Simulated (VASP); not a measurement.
# Mo in VASP: single point with PBE

Aim: the single point of Mo with PBE.

All numbers are computed with VASP 6.6.1; they aren't measurements. Logs are shortened: lines on timing, memory, paths and dates and some standing lists are left out, and cuts for length are marked.

**1. The cell of the first run**

The cell holds a slab with vacuum, 9 atoms: a = 3.161 Å, b = 3.161 Å, c = 28.643 Å, α = 90.00°, β = 90.00°, γ = 90.00°.

**2. Single point, PBE**

File INCAR:

```
SYSTEM = Mo
  PREC = Accurate
  ENCUT = 520
  EDIFF = 1E-6
  ISMEAR = 1
  SIGMA = 0.1
  LREAL = .False.
  LASPH = .True.
  NELM = 80
  ALGO = Normal
  ISIF = 2
  LWAVE = .False.
  LCHARG = .True.
  LDIPOL = .True.
  IDIPOL = 3
  DIPOL = 0.5 0.5 0.500
  GGA = PE
  LELF = .True.
  LVHAR = .True.
  LVACPOTAV = .True.
  NBANDS = 73
```

File KPOINTS:

```
regular mesh
0
Gamma
  10 10 1
  0 0 0
```

File POSCAR:

```
Mo
1.0
    3.1607999700      0.0000000000      0.0000000000
    0.0000000000      3.1607999700      0.0000000000
    0.0000000000      0.0000000000     28.6431998820
Mo
9
Direct
    0.0000000000      0.0000000000      0.2857350013
    0.5000000000      0.5000000000      0.3335419598
    0.0000000000      0.0000000000      0.3903678432
    0.5000000000      0.5000000000      0.4451122421
    0.0000000000      0.0000000000      0.4999999973
    0.5000000000      0.5000000000      0.5548877688
    0.0000000000      0.0000000000      0.6096321546
    0.5000000000      0.5000000000      0.6664580397
    0.0000000000      0.0000000000      0.7142649932
```

Potentials or basis: VASP PAW PBE potentials, release 64 (Mo_sv).

On the command line:

```console
cat potpaw_PBE.64/Mo_sv/POTCAR > POTCAR
mpirun -np 1 vasp_std > vasp.out
```

OUTCAR:

```text
SYSTEM = Mo
   PREC = Accurate
   ENCUT = 520
   EDIFF = 1E-6
   ISMEAR = 1
   LREAL = .False.
   LASPH = .True.
   NELM = 80
   ISIF = 2
   GGA = PE

 ion  position               nearest neighbor table
   1  0.000  0.000  0.286-   2 2.62   2 2.62   2 2.62   2 2.62   3 3.00
   2  0.500  0.500  0.334-   1 2.62   1 2.62   1 2.62   1 2.62   3 2.76   3 2.76   3 2.76   3 2.76
                             4 3.20
   3  0.000  0.000  0.390-   4 2.73   4 2.73   4 2.73   4 2.73   2 2.76   2 2.76   2 2.76   2 2.76
                             1 3.00   5 3.14
   4  0.500  0.500  0.445-   3 2.73   3 2.73   3 2.73   3 2.73   5 2.73   5 2.73   5 2.73   5 2.73
                             6 3.14   2 3.20
   5  0.000  0.000  0.500-   4 2.73   4 2.73   4 2.73   4 2.73   6 2.73   6 2.73   6 2.73   6 2.73
                             3 3.14   7 3.14
   6  0.500  0.500  0.555-   7 2.73   7 2.73   7 2.73   7 2.73   5 2.73   5 2.73   5 2.73   5 2.73
                             4 3.14   8 3.20
   7  0.000  0.000  0.610-   6 2.73   6 2.73   6 2.73   6 2.73   8 2.76   8 2.76   8 2.76   8 2.76
                             9 3.00   5 3.14
   8  0.500  0.500  0.666-   9 2.62   9 2.62   9 2.62   9 2.62   7 2.76   7 2.76   7 2.76   7 2.76
                             6 3.20
   9  0.000  0.000  0.714-   8 2.62   8 2.62   8 2.62   8 2.62   7 3.00

  LATTYP: Found a simple tetragonal cell.
 ALAT       =     3.1607999700
 C/A-ratio  =     9.0620096665

  Lattice vectors:

 A1 = (   3.1607999700,   0.0000000000,   0.0000000000)
 A2 = (   0.0000000000,   3.1607999700,   0.0000000000)
 A3 = (   0.0000000000,   0.0000000000,  28.6431998820)

Analysis of symmetry for initial positions (statically):
=====================================================================
 Subroutine PRICEL returns:
 Original cell was already a primitive cell.

 Routine SETGRP: Setting up the symmetry group for a
 simple tetragonal supercell.

 Subroutine GETGRP returns: Found 16 space group operations
 (whereof 16 operations were pure point group operations)
 out of a pool of 16 trial point group operations.

The static configuration has the point symmetry D_4h.

Analysis of symmetry for dynamics (positions and initial velocities):
=====================================================================
 Subroutine PRICEL returns:
 Original cell was already a primitive cell.

 Routine SETGRP: Setting up the symmetry group for a
 simple tetragonal supercell.

 Subroutine GETGRP returns: Found 16 space group operations
[... 126 lines left out ...]
   EMIN   =  10.00;   EMAX   =-10.00  energy-range for DOS
   EFERMI =   0.00;   METHOD = LEGACY
   ISMEAR =     1;   SIGMA  =   0.10  broadening in eV -4-tet -1-fermi 0-gaus
   EFERMI_NEDOS =   21; number of points for ismear=-14 and -15
   IALGO  =     38    algorithm
   IMIX   =      4    mixing-type and parameters
     AMIX     =   0.40;   BMIX     =  1.00
     AMIX_MAG =   1.60;   BMIX_MAG =  1.00
  volume/ion in A,a.u.               =      31.80       214.57
  Fermi-wavevector in a.u.,A,eV,Ry     =   1.245451  2.353560 21.104638  1.551147
  Thomas-Fermi vector in A             =   2.379672
   LORBIT       =      0    0 simple, 1 ext, 2 COOP (PROOUT), +10 PAW based schemes
   GGA     = PE    functional components
   LHFCALC =     F    Hartree Fock is set to
   AEXX    =    0.0000 exact exchange contribution
   IVDW    =     0    specifies the selected vdW correction
   LEPSILON=     F    determine dielectric tensor
   LRPA    =     F    only Hartree local field effects (RPA)
 non-spin polarized calculation
 Methfessel and Paxton  Order N= 1 SIGMA  =   0.10
  energy-cutoff  :      520.00
  volume of cell :      286.16
 maximum number of plane-waves:      7772
 NGX is ok and might be reduce to    24
   NGX = 11   NGY = 11   NGZ =107

 dipolmoment           0.000000      0.000000      0.000000 electrons x Angstroem

 number of electron     126.0000013 magnetization

 dipolmoment           0.000000      0.000000     -0.000000 electrons x Angstroem

 Free energy of the ion-electron system (eV)
  ---------------------------------------------------
  ext. energy  EPLUGINS =         0.00000000
  ---------------------------------------------------
  free energy    TOTEN  =       -94.39089303 eV

  energy without entropy =      -94.39732725  energy(sigma->0) =      -94.39303777

 E-fermi :   4.2511     XC(G=0):  -7.3661

 val. band max:        4.2413480815   @ k =   0.0000   0.0000   0.0000
 cond. band min:       4.2757547001   @ k =   0.4000   0.2000   0.0000
 fundamental gap:      0.0344066186
 Fermi energy:         4.2511267934

 k-point     1 :       0.0000    0.0000    0.0000
  band No.  band energies     occupation
      1     -57.0099      2.00000
      2     -56.9169      2.00000
      3     -56.8665      2.00000
      4     -56.7201      2.00000
      5     -56.6884      2.00000
      6     -56.6169      2.00000
[... 1585 lines left out ...]
     72       6.6307      0.00000
     73       6.6526      0.00000

------------------------ aborting loop because EDIFF is reached ----------------------------------------

  FORCE on cell =-STRESS in cart. coord.  units (eV):
  Direction    XX          YY          ZZ          XY          YZ          ZX
  --------------------------------------------------------------------------------------
  -------------------------------------------------------------------------------------
  Total       -1.6937891     -1.6937891      0.2653573      0.0000000     -0.0000000     -0.0000000
  in kB       -9.4831882     -9.4831882      1.4856827      0.0000000     -0.0000000     -0.0000000
  external PRESSURE =      -5.8268979 kB  Pullay stress =       0.0000000 kB

 VOLUME and BASIS-vectors are now :
 -----------------------------------------------------------------------------
  energy-cutoff  :      520.00
  volume of cell :      286.16
      direct lattice vectors                 reciprocal lattice vectors
     3.160799970  0.000000000  0.000000000     0.316375604  0.000000000  0.000000000
     0.000000000  3.160799970  0.000000000     0.000000000  0.316375604  0.000000000
     0.000000000  0.000000000 28.643199882     0.000000000  0.000000000  0.034912300

 POSITION                                       TOTAL-FORCE (eV/Angst)
 -----------------------------------------------------------------------------------
      0.00000      0.00000      8.18436         0.000000     -0.000000     -0.009412
      1.58040      1.58040      9.55371        -0.000000      0.000000     -0.020330
      0.00000      0.00000     11.18138        -0.000000     -0.000000     -0.007934
      1.58040      1.58040     12.74944        -0.000000      0.000000      0.014438
      0.00000      0.00000     14.32160        -0.000000     -0.000000      0.000000
      1.58040      1.58040     15.89376         0.000000      0.000000     -0.014438
      0.00000      0.00000     17.46182        -0.000000     -0.000000      0.007934
      1.58040      1.58040     19.08949         0.000000      0.000000      0.020330
      0.00000      0.00000     20.45883        -0.000000     -0.000000      0.009412
 -----------------------------------------------------------------------------------
    total drift:                                0.000000     -0.000000     -0.000028

  FREE ENERGIE OF THE ION-ELECTRON SYSTEM (eV)
  ---------------------------------------------------
  free  energy   TOTEN  =       -94.3908930287 eV

  energy  without entropy=      -94.3973272478  energy(sigma->0) =      -94.39303777

 vacuum level on the upper side and lower side of the slab         8.104         8.105
```

stdout:

```text
POSCAR found type information on POSCAR Mo
 POSCAR found :  1 types and       9 ions
 scaLAPACK will be used
 LDA part: xc-table for (Slater+PW92), standard interpolation
 POSCAR, INCAR and KPOINTS ok, starting setup
 FFT: planning ... GRIDC
 FFT: planning ... GRID_SOFT
 FFT: planning ... GRID
 WAVECAR not read
 entering main loop
 -----------------------------------------------------------------------------
|                                                                             |
|           W    W    AA    RRRRR   N    N  II  N    N   GGGG   !!!           |
|           W    W   A  A   R    R  NN   N  II  NN   N  G    G  !!!           |
|           W    W  A    A  R    R  N N  N  II  N N  N  G       !!!           |
|           W WW W  AAAAAA  RRRRR   N  N N  II  N  N N  G  GGG   !            |
|           WW  WW  A    A  R   R   N   NN  II  N   NN  G    G                |
|           W    W  A    A  R    R  N    N  II  N    N   GGGG   !!!           |
|                                                                             |
|     Did not find any points to average over, which means that no vacuum     |
|     field-free region was found. Please increase the size of  your cell     |
|     in the dimension of the dipole correction to obtain accurate            |
|     workfunction values.                                                    |
|                                                                             |
 -----------------------------------------------------------------------------
```

It took 26 min on 1 thread of Intel Xeon 8259CL, shared host; peak memory 0.5 GiB.

Results:

* Free energy: -94.3909 eV
* Largest force: 0.020 eV/Å
* Band gap on the k mesh: zero (bands 63 and 64 overlap by 1.69 eV)

Forces in eV/Å, atoms in the order of the input:
```
Mo   0.000  0.000 -0.009
Mo   0.000  0.000 -0.020
Mo   0.000  0.000 -0.008
Mo   0.000  0.000  0.014
Mo   0.000  0.000  0.000
Mo   0.000  0.000 -0.014
Mo   0.000  0.000  0.008
Mo   0.000  0.000  0.020
Mo   0.000  0.000  0.009
```

The gap in the log of VASP goes by the Fermi energy; the results here count the filled bands.